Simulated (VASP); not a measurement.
Crystal: La2O3.

```
La O
1.0
     6.28418    0.00000    0.00000
    -3.14209    5.44226    0.00000
     0.00000    0.00000    3.24543
La O
2 3
Direct
  0.66667 0.33333 0.49810
  0.33333 0.66667 0.50190
  0.50461 0.00000 0.00000
  0.00000 0.50461 0.00000
  0.49539 0.49539 0.00000
```

This cell differs from its parent crystal: volume scaled by 0.96.

Base run:

* Program: VASP 6.6.1
* Functional: PBE
* Potentials or basis: VASP PAW PBE potentials, release 64 (La, O)
* Cutoff: 520 eV
* k mesh: 5 × 5 × 8
* Occupations: fermi-dirac, width 0.05 eV
* Spin: no spin polarisation

Its results: band gap on the k mesh 1.44 eV, indirect (least direct gap 2.00 eV); pressure 3.8 GPa; largest force 0.024 eV/Å.

Q: The run is repeated on the same cell with these changes: functional from PBE to PBEsol. What comes out?

A: Band gap on the k mesh 1.35 eV, indirect (least direct gap 1.92 eV); pressure 0.6 GPa; largest force 0.033 eV/Å.

PBEsol binds more tightly than PBE, so the same cell stands under less pressure.

Caveats: spin-orbit coupling is left out, which moves the levels of the heavy elements; the PAW data sets were made with another functional, which shifts forces and pressure a little (some runs).

A k mesh can miss the band edges.
